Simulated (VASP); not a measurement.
# Li (Im-3m) in VASP: further runs, part 2 of 2

VASP 6.6.1.

### 3 Single point, PBEsol

INCAR reads:

```
SYSTEM = Li
PREC = Accurate
ENCUT = 520
EDIFF = 1E-7
ISMEAR = -1
SIGMA = 0.1
LREAL = .FALSE.
LASPH = .TRUE.
NELM = 60
ALGO = Normal
ISIF = 2
LWAVE = .FALSE.
LCHARG = .FALSE.
GGA = PS
NBANDS = 8
```

KPOINTS reads:

```
Automatic mesh
0
G
  21 21 21
  0 0 0
```

POSCAR reads:

```
Li
1.0
   -1.2823442545      1.2823442545      1.2823442545
    1.2823442545     -1.2823442545      1.2823442545
    1.2823442545      1.2823442545     -1.2823442545
Li
1
Direct
    0.0000000000      0.0000000000      0.0000000000
```

Potentials or basis: VASP PAW PBE potentials, release 64 (Li_sv).

Run with:

```sh
$ cat potpaw_PBE.64/Li_sv/POTCAR > POTCAR
$ mpirun -np 1 vasp_std > vasp.out
```

OUTCAR:

```text
SYSTEM = Li
   PREC = Accurate
   ENCUT = 520
   EDIFF = 1E-7
   ISMEAR = -1
   LREAL = .FALSE.
   LASPH = .TRUE.
   NELM = 60
   ISIF = 2
   GGA = PS

 ion  position               nearest neighbor table
   1  0.000  0.000  0.000-

  LATTYP: Found a body centered cubic cell.
 ALAT       =     2.5646885090

  Lattice vectors:

 A1 = (  -1.2823442545,   1.2823442545,   1.2823442545)
 A2 = (   1.2823442545,  -1.2823442545,   1.2823442545)
 A3 = (   1.2823442545,   1.2823442545,  -1.2823442545)

Analysis of symmetry for initial positions (statically):
=====================================================================
 Subroutine PRICEL returns:
 Original cell was already a primitive cell.

 Routine SETGRP: Setting up the symmetry group for a
 body centered cubic supercell.

 Subroutine GETGRP returns: Found 48 space group operations
 (whereof 48 operations were pure point group operations)
 out of a pool of 48 trial point group operations.

The static configuration has the point symmetry O_h .

Analysis of symmetry for dynamics (positions and initial velocities):
=====================================================================
 Subroutine PRICEL returns:
 Original cell was already a primitive cell.

 Routine SETGRP: Setting up the symmetry group for a
 body centered cubic supercell.

 Subroutine GETGRP returns: Found 48 space group operations
 (whereof 48 operations were pure point group operations)
 out of a pool of 48 trial point group operations.

The dynamic configuration has the point symmetry O_h .

 Subroutine INISYM returns: Found 48 space group operations
 (whereof 48 operations are pure point group operations),
 and found     1 'primitive' translations

----------------------------------------------------------------------------------------

                                     Primitive cell

  volume of cell :       8.4348

  direct lattice vectors                    reciprocal lattice vectors
    -1.282344254  1.282344254  1.282344254     0.000000000  0.389910898  0.389910898
     1.282344254 -1.282344254  1.282344254     0.389910898  0.000000000  0.389910898
     1.282344254  1.282344254 -1.282344254     0.389910898  0.389910898  0.000000000

  length of vectors
     2.221085402  2.221085402  2.221085402     0.551417280  0.551417280  0.551417280

  position of ions in fractional coordinates (direct lattice)
     0.000000000  0.000000000  0.000000000

  ion indices of the primitive-cell ions
   primitive index   ion index
                 1           1

----------------------------------------------------------------------------------------

 KPOINTS: Automatic mesh

Automatic generation of k-mesh.
 Grid dimensions read from file:
 generate k-points for:   21   21   21

 Generating k-lattice:

  Cartesian coordinates                     Fractional coordinates (reciprocal lattice)
     0.000000000  0.018567186  0.018567186     0.047619048  0.000000000  0.000000000
     0.018567186  0.000000000  0.018567186     0.000000000  0.047619048  0.000000000
     0.018567186  0.018567186  0.000000000     0.000000000  0.000000000  0.047619048

  Length of vectors
     0.026257966  0.026257966  0.026257966

  Shift w.r.t. Gamma in fractional coordinates (k-lattice)
     0.000000000  0.000000000  0.000000000

 Subroutine IBZKPT returns following result:
 ===========================================

 Found    286 irreducible k-points:

 Following reciprocal coordinates:
            Coordinates               Weight
  0.000000  0.000000  0.000000      1.000000
  0.047619  0.000000  0.000000     12.000000
  0.095238  0.000000  0.000000     12.000000
  0.142857  0.000000  0.000000     12.000000
  0.190476  0.000000  0.000000     12.000000
  0.238095  0.000000  0.000000     12.000000
[... 16 lines left out ...]
  0.142857  0.095238 -0.000000     48.000000
  0.190476  0.095238  0.000000     48.000000
 [... further k-points ...]
   k-points           NKPTS =    286   k-points in BZ     NKDIM =    286   number of bands    NBANDS=      8
   number of dos      NEDOS =    301   number of ions     NIONS =      1
   total plane-waves  NPLWV =   5832
   dimension x,y,z NGX =    18 NGY =   18 NGZ =   18
   dimension x,y,z NGXF=    36 NGYF=   36 NGZF=   36
   ions per type =               1
   NGX,Y,Z   is equivalent  to a cutoff of  13.47, 13.47, 13.47 a.u.
   NGXF,Y,Z  is equivalent  to a cutoff of  26.95, 26.95, 26.95 a.u.
 SYSTEM =  Li
   PREC   = accura    normal or accurate (medium, high low for compatibility)
   ISTART =      0    job   : 0-new  1-cont  2-samecut
   ICHARG =      2    charge: 1-file 2-atom 10-const
   ISPIN  =      1    spin polarized calculation?
   LNONCOLLINEAR =      F non collinear calculations
   LSORBIT =      F    spin-orbit coupling
   LASPH  =      T    aspherical Exc in radial PAW
   ENCUT  =  520.0 eV  38.22 Ry    6.18 a.u.   4.13  4.13  4.13*2*pi/ulx,y,z
   NELM   =     60;   NELMIN=  2; NELMDL= -5     # of ELM steps
   EDIFF  = 0.1E-06   stopping-criterion for ELM
   LREAL  =      F    real-space projection
   EDIFFG = 0.1E-05   stopping-criterion for IOM
   NSW    =      0    number of steps for IOM
   IBRION =     -1    ionic relax: 0-MD 1-quasi-New 2-CG
   NFREE  =      0    steps in history (QN), initial steepest desc. (CG)
   ISIF   =      2    stress and relaxation
   ISYM   =      2    0-nonsym 1-usesym 2-fastsym
   POTIM  = 0.5000    time-step for ionic-motion
   TEBEG  =    0.0;   TEEND  =   0.0 temperature during run
   PSTRESS=    0.0 pullay stress
   NELECT =       3.0000    total number of electrons
   NUPDOWN=      -1.0000    fix difference up-down
   EMIN   =  10.00;   EMAX   =-10.00  energy-range for DOS
   EFERMI =   0.00;   METHOD = LEGACY
   ISMEAR =    -1;   SIGMA  =   0.10  broadening in eV -4-tet -1-fermi 0-gaus
   EFERMI_NEDOS =   21; number of points for ismear=-14 and -15
   IALGO  =     38    algorithm
   IMIX   =      4    mixing-type and parameters
     AMIX     =   0.40;   BMIX     =  1.00
     AMIX_MAG =   1.60;   BMIX_MAG =  1.00
  volume/ion in A,a.u.               =       8.43        56.92
  Fermi-wavevector in a.u.,A,eV,Ry     =   1.159909  2.191910 18.305130  1.345389
  Thomas-Fermi vector in A             =   2.296497
   LORBIT       =      0    0 simple, 1 ext, 2 COOP (PROOUT), +10 PAW based schemes
   GGA     = PS    functional components
   LHFCALC =     F    Hartree Fock is set to
   AEXX    =    0.0000 exact exchange contribution
   IVDW    =     0    specifies the selected vdW correction
   LEPSILON=     F    determine dielectric tensor
   LRPA    =     F    only Hartree local field effects (RPA)
 non-spin polarized calculation
  energy-cutoff  :      520.00
  volume of cell :        8.43
 maximum number of plane-waves:       236
 NGX is ok and might be reduce to    18
   NGX =  9   NGY =  9   NGZ =  9

 number of electron       3.0000003 magnetization

 Free energy of the ion-electron system (eV)
  ---------------------------------------------------
  ext. energy  EPLUGINS =         0.00000000
  ---------------------------------------------------
  free energy    TOTEN  =        -0.97225005 eV

  energy without entropy =       -0.95765985  energy(sigma->0) =       -0.96495495

 E-fermi :   4.2417     XC(G=0):  -9.5474

 val. band max:        4.2370811952   @ k =  -0.2857   0.3810   0.1905
 cond. band min:       4.2475759324   @ k =  -0.2857   0.4762   0.0476
 fundamental gap:      0.0104947371
 Fermi energy:         4.2417379430

 k-point     1 :       0.0000    0.0000    0.0000
  band No.  band energies     occupation
      1     -40.9125      2.00000
      2       0.2693      2.00000
      3      30.5042      0.00000
      4      30.5042      0.00000
      5      30.5042      0.00000
      6      38.4080      0.00000
      7      38.4081      0.00000
      8      38.4081      0.00000
[... 243 lines left out ...]
 k-point    24 :       0.1905    0.0952    0.0000
  band No.  band energies     occupation
      1     -40.6998      2.00000
      2       1.4999      2.00000
      3      20.4700      0.00000
      4      24.1997      0.00000
      5      26.2356      0.00000
      6      33.7848      0.00000
      7      33.9334      0.00000
      8      39.1516      0.00000

 [... further k-points ...]

------------------------ aborting loop because EDIFF is reached ----------------------------------------

  FORCE on cell =-STRESS in cart. coord.  units (eV):
  Direction    XX          YY          ZZ          XY          YZ          ZX
  --------------------------------------------------------------------------------------
  -------------------------------------------------------------------------------------
  Total        2.7136512      2.7136512      2.7136512     -0.0000000      0.0000000      0.0000000
  in kB      515.4549566    515.4549566    515.4549566     -0.0000000      0.0000000      0.0000000
  external PRESSURE =     515.4549566 kB  Pullay stress =       0.0000000 kB

 VOLUME and BASIS-vectors are now :
 -----------------------------------------------------------------------------
  energy-cutoff  :      520.00
  volume of cell :        8.43
      direct lattice vectors                 reciprocal lattice vectors
    -1.282344254  1.282344254  1.282344254     0.000000000  0.389910898  0.389910898
     1.282344254 -1.282344254  1.282344254     0.389910898  0.000000000  0.389910898
     1.282344254  1.282344254 -1.282344254     0.389910898  0.389910898  0.000000000

 POSITION                                       TOTAL-FORCE (eV/Angst)
 -----------------------------------------------------------------------------------
      0.00000      0.00000      0.00000         0.000000      0.000000     -0.000000
 -----------------------------------------------------------------------------------
    total drift:                                0.000000      0.000000      0.000000

  FREE ENERGIE OF THE ION-ELECTRON SYSTEM (eV)
  ---------------------------------------------------
  free  energy   TOTEN  =        -0.9722500531 eV

  energy  without entropy=       -0.9576598543  energy(sigma->0) =       -0.96495495
```

OSZICAR:

```text
N       E                     dE             d eps       ncg     rms          rms(c)
DAV:   1     0.472723237894E+00    0.47272E+00   -0.84308E+02  5104   0.288E+02
DAV:   2    -0.916161272396E+00   -0.13889E+01   -0.12717E+01  6616   0.286E+01
DAV:   3    -0.922642179883E+00   -0.64809E-02   -0.64695E-02  5104   0.164E+00
DAV:   4    -0.922668595645E+00   -0.26416E-04   -0.26416E-04  6664   0.669E-02
DAV:   5    -0.922668692910E+00   -0.97266E-07   -0.96748E-07  5248   0.172E-03    0.133E+00
DAV:   6    -0.949924332645E+00   -0.27256E-01   -0.89797E-03  4600   0.537E-01    0.853E-01
DAV:   7    -0.972086916177E+00   -0.22163E-01   -0.35519E-02  4688   0.979E-01    0.757E-02
DAV:   8    -0.972260352022E+00   -0.17344E-03   -0.64326E-04  6392   0.162E-01    0.195E-02
DAV:   9    -0.972244826557E+00    0.15525E-04   -0.24033E-05  4808   0.408E-02    0.237E-03
DAV:  10    -0.972249892051E+00   -0.50655E-05   -0.91132E-06  4824   0.231E-02    0.112E-03
DAV:  11    -0.972250005822E+00   -0.11377E-06   -0.80514E-07  5448   0.497E-03    0.113E-04
DAV:  12    -0.972250053141E+00   -0.47320E-07   -0.14472E-09  5352   0.353E-04
   1 F= -.97225005E+00 E0= -.96495495E+00  d E =-.145902E-01
```

Wall time 11 s (1 thread of Intel Xeon Platinum 8488C (Sapphire Rapids), shared host); peak memory 0.12 GiB.

What came out:

```
Free energy            : -0.9723 eV
Band gap on the k mesh : zero (an odd number of electrons rules out a gap without spin polarisation)
```

Caveat: the cutoff is under 1.25 times the usual one of these potentials, so pressure, stress and relaxed cells hold a basis-set (Pulay) error; the PAW data sets were made with another functional, which shifts forces and pressure a little.

### 4 Relaxation of cell and atoms, PBEsol, target pressure 52 GPa, at which the enthalpy is minimised

This run uses another cell than the first one, of 8.37 Å³/atom.

INCAR reads:

```
ALGO = Normal
EDIFF = 1E-6
EDIFFG = -0.005
ENCUT = 600
GGA = PS
IBRION = 2
ISIF = 3
ISMEAR = -1
LASPH = T
LCHARG = F
LREAL = F
LWAVE = F
NELM = 60
NSW = 60
PREC = Accurate
PSTRESS = 520.0
SIGMA = 0.1
```

KPOINTS reads:

```
k-points
0
Gamma
  21 21 21
```

POSCAR reads:

```
Li
1.0
   -1.2791231381      1.2791231381      1.2791231381
    1.2791231381     -1.2791231381      1.2791231381
    1.2791231381      1.2791231381     -1.2791231381
Li
1
Direct
    0.0000000000      0.0000000000      0.0000000000
```

Run with:

```sh
$ cat potpaw_PBE.64/Li_sv/POTCAR > POTCAR
$ mpirun -np 1 vasp_std > vasp.out
```

It took 8.2 s on 1 thread of Intel Xeon Platinum 8488C (Sapphire Rapids), shared host; peak memory 0.12 GiB.

Results (log left out):

* Free energy: -0.9658 eV
* Relaxed volume: 8.41 Å³/atom
* Relaxed cell: a = 2.219 Å, b = 2.219 Å, c = 2.219 Å, α = 109.47°, β = 109.47°, γ = 109.47°
* Space group after relaxing (to 0.1 Å): Im-3m (No. 229)
* Energy change on relaxing (the run minimises the enthalpy): -11.8 meV/atom
* Ionic steps: 2
* Pressure after relaxing: 51.9 GPa
* Band gap on the k mesh: zero (an odd number of electrons rules out a gap without spin polarisation)

The path:
```
step  energy change (eV)  largest force (eV/Å)  pressure (GPa)  volume (Å³)
   1              0.0000                0.0000           52.57         8.37
   2             -0.0118                0.0000           51.94         8.41
```

Final structure:
```cif
data_structure
_symmetry_space_group_name_H-M 'P 1'
_symmetry_Int_Tables_number 1
_cell_length_a 2.2187
_cell_length_b 2.2187
_cell_length_c 2.2187
_cell_angle_alpha 109.471
_cell_angle_beta 109.471
_cell_angle_gamma 109.471
_cell_volume 8.41
loop_
_atom_site_label
_atom_site_type_symbol
_atom_site_fract_x
_atom_site_fract_y
_atom_site_fract_z
_atom_site_occupancy
Li1 Li 0.00000 0.00000 0.00000 1
```

Levels at points of the mesh, in eV from the Fermi level:
```tsv
k point	band 1	band 2	band 3	band 4	band 5
(0.00, 0.00, 0.00)	-45.15	-3.98	26.28	26.28	26.28
```

Caveat: the cutoff is under 1.25 times the usual one of these potentials, so pressure, stress and relaxed cells hold a basis-set (Pulay) error; the cell is relaxed towards a set pressure, so the run minimises the enthalpy, not the energy; the PAW data sets were made with another functional, which shifts forces and pressure a little.

### 5 Relaxation of cell and atoms, PBEsol, target pressure 52 GPa, at which the enthalpy is minimised

INCAR reads:

```
PREC = Accurate
ENCUT = 600
EDIFF = 1E-7
ISMEAR = -1
SIGMA = 0.1
LREAL = False
LASPH = True
NELM = 60
ALGO = Normal
ISIF = 3
LWAVE = False
LCHARG = False
GGA = PS
IBRION = 2
NSW = 32
EDIFFG = -0.005
PSTRESS = 520.0
```

KPOINTS reads:

```
Automatic mesh
0
Gamma
  21 21 21
```

POSCAR reads:

```
Li
1.0
   -1.2823442545      1.2823442545      1.2823442545
    1.2823442545     -1.2823442545      1.2823442545
    1.2823442545      1.2823442545     -1.2823442545
Li
1
Direct
    0.0000000000      0.0000000000      0.0000000000
```

Potentials or basis: VASP PAW PBE potentials, release 64 (Li_sv).

Run with:

```sh
$ cat potpaw_PBE.64/Li_sv/POTCAR > POTCAR
$ mpirun -np 1 vasp_std > vasp.out
```

OUTCAR:

```text
PREC = Accurate
   ENCUT = 600
   EDIFF = 1E-7
   ISMEAR = -1
   LREAL = False
   LASPH = True
   NELM = 60
   ISIF = 3
   GGA = PS
   IBRION = 2
   NSW = 32
   EDIFFG = -0.005
   PSTRESS = 520.0

 ion  position               nearest neighbor table
   1  0.000  0.000  0.000-

  LATTYP: Found a body centered cubic cell.
 ALAT       =     2.5646885090

  Lattice vectors:

 A1 = (  -1.2823442545,   1.2823442545,   1.2823442545)
[... 424 lines left out ...]
------------------------ aborting loop because EDIFF is reached ----------------------------------------

  FORCE on cell =-STRESS in cart. coord.  units (eV):
  Direction    XX          YY          ZZ          XY          YZ          ZX
  --------------------------------------------------------------------------------------
  -------------------------------------------------------------------------------------
  Total        2.7290914      2.7290914      2.7290914      0.0000000      0.0000000     -0.0000000
  in kB      520.5121987    520.5121987    520.5121987      0.0000000      0.0000000     -0.0000000
  external PRESSURE =       0.5121987 kB  Pullay stress =     520.0000000 kB

 VOLUME and BASIS-vectors are now :
 -----------------------------------------------------------------------------
  energy-cutoff  :      600.00
  volume of cell :        8.40
      direct lattice vectors                 reciprocal lattice vectors
    -1.280597318  1.280597318  1.280597318     0.000000000  0.390442798  0.390442798
     1.280597318 -1.280597318  1.280597318     0.390442798  0.000000000  0.390442798
     1.280597318  1.280597318 -1.280597318     0.390442798  0.390442798  0.000000000

 POSITION                                       TOTAL-FORCE (eV/Angst)
 -----------------------------------------------------------------------------------
      0.00000      0.00000      0.00000         0.000000     -0.000000      0.000000
 -----------------------------------------------------------------------------------
    total drift:                                0.000000      0.000000      0.000000

  FREE ENERGIE OF THE ION-ELECTRON SYSTEM (eV)
  ---------------------------------------------------
  free  energy   TOTEN  =        -0.9637393888 eV

  energy  without entropy=       -0.9491638648  energy(sigma->0) =       -0.95645163

  enthalpy is  TOTEN    =         1.7626665320 eV   P V=        2.7264059208

 reached required accuracy - stopping structural energy minimisation
```

Wall time 9.2 s (1 thread of Intel Xeon Platinum 8488C (Sapphire Rapids), shared host); peak memory 0.12 GiB.

What came out:

```yaml
Free_energy: -0.9637 eV
Relaxed_volume: 8.40 Å³/atom
Relaxed_cell: a = 2.218 Å, b = 2.218 Å, c = 2.218 Å, α = 109.47°, β = 109.47°, γ = 109.47°
Space_group_after_relaxing_to_0.1_Å: Im-3m (No. 229)
Energy_change_on_relaxing_the_run_minimises_the_enthalpy: +11.1 meV/atom
Ionic_steps: 2
Pressure_after_relaxing: 52.1 GPa
Band_gap_on_the_k_mesh: zero (an odd number of electrons rules out a gap without spin polarisation)
```

Step by step:
| step | energy change (eV) | largest force (eV/Å) | pressure (GPa) | volume (Å³) |
| --- | --- | --- | --- | --- |
| 1 | 0.0000 | 0.0000 | 51.46 | 8.43 |
| 2 | 0.0111 | 0.0000 | 52.05 | 8.40 |

Final structure:
```
Li
1.0
    -1.28060    1.28060    1.28060
     1.28060   -1.28060    1.28060
     1.28060    1.28060   -1.28060
Li
1
Direct
  0.00000 0.00000 0.00000
```

Levels at points of the mesh, in eV from the Fermi level:
| k point | band 1 | band 2 | band 3 | band 4 |
| --- | --- | --- | --- | --- |
| (0.00, 0.00, 0.00) | -45.15 | -3.98 | 26.29 | 26.29 |

Caveat: the cutoff is under 1.25 times the usual one of these potentials, so pressure, stress and relaxed cells hold a basis-set (Pulay) error; the cell is relaxed towards a set pressure, so the run minimises the enthalpy, not the energy; the PAW data sets were made with another functional, which shifts forces and pressure a little.

### 6 Summary

```tsv
task	cell	cutoff (eV)	gap on the mesh (eV)	pressure (GPa)
single point	a = 2.221 Å, angles 109.5°, 1 atom	520	none	-
relaxation of cell and atoms	relaxed to 52 GPa from a = 2.216 Å, angles 109.5°, 1 atom	600	none	51.9
relaxation of cell and atoms	relaxed to 52 GPa from a = 2.221 Å, angles 109.5°, 1 atom	600	none	52.1
```

Alike in all rows: level PBEsol; potentials or basis VASP PAW PBE potentials, release 64 (Li_sv); no spin polarisation; k mesh 21 × 21 × 21; smearing fermi-dirac 0.1 eV.

Caveats: the cutoff is under 1.25 times the usual one of these potentials, so pressure, stress and relaxed cells hold a basis-set (Pulay) error; the PAW data sets were made with another functional, which shifts forces and pressure a little; the cell is relaxed towards a set pressure, so the run minimises the enthalpy, not the energy (at least some runs).

Total energies depend on the potentials used, so only differences within one code and one set of settings carry meaning.
